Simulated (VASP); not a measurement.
Input of a VASP 6.6.1 run:

INCAR

```
PREC = Accurate
ENCUT = 520
EDIFF = 1E-6
ISMEAR = 0
SIGMA = 0.1
LREAL = False
LASPH = True
NELM = 80
ALGO = Normal
ISIF = 2
LWAVE = False
LCHARG = False
GGA = PS
NBANDS = 12
```

KPOINTS

```
regular mesh
0
Gamma
  10 10 10
```

Contents of POSCAR:

```
V
1.0
   -1.4831357492      1.4831357492      1.4831357492
    1.4831357492     -1.4831357492      1.4831357492
    1.4831357492      1.4831357492     -1.4831357492
V
1
Direct
    0.0000000000      0.0000000000      0.0000000000
```

Potentials or basis: VASP PAW PBE potentials, release 64 (V_sv).

Launch:

```sh
$ cat potpaw_PBE.64/V_sv/POTCAR > POTCAR
$ mpirun -np 1 vasp_std > vasp.out
```

(1) What does it give for the pressure?

Answers

(1) -0.1 GPa.

Caveat: the PAW data sets were made with another functional, which shifts forces and pressure a little.
